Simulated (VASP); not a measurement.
TaN:

```
CELL_PARAMETERS angstrom
2.93800 0.00000 0.00000
-1.46900 2.54438 0.00000
0.00000 0.00000 2.88300
ATOMIC_POSITIONS crystal
Ta 0.33333 0.66667 0.50000
N 0.00000 0.00000 0.00000
```

- Program: VASP 6.6.1
- Task: relaxation of cell and atoms
- Functional: LDA
- Potentials or basis: VASP PAW LDA potentials, release 64 (Ta_pv, N)
- Cutoff: 600 eV
- k mesh: 10 × 10 × 9
- Occupations: fermi-dirac, width 0.05 eV
- Spin: no spin polarisation

At the start: pressure -9.8 GPa; volume 10.78 Å³/atom.

Question: How do energy, volume and symmetry change on relaxing?

Answer: Over 7 steps the energy falls by 9.2 meV/atom and the volume is 10.49 Å³/atom (-2.7 %); space group P-6m2 (No. 187, to 0.05 Å).

The path:
```csv
step,energy change (eV),largest force (eV/Å),pressure (GPa),volume (Å³)
1,0.0000,0.0000,-9.85,21.55
2,0.1130,0.0000,31.31,19.55
3,-0.0183,0.0000,-0.33,20.99
4,-0.0183,0.0000,-0.04,20.97
5,-0.0183,0.0000,0.17,20.96
6,-0.0183,0.0000,-0.40,20.99
7,-0.0184,0.0000,-0.08,20.97
```

Final structure:
```
CELL_PARAMETERS angstrom
2.91200 0.00000 0.00000
-1.45600 2.52187 0.00000
0.00000 0.00000 2.85606
ATOMIC_POSITIONS crystal
Ta 0.33333 0.66667 0.50000
N 0.00000 0.00000 0.00000
```
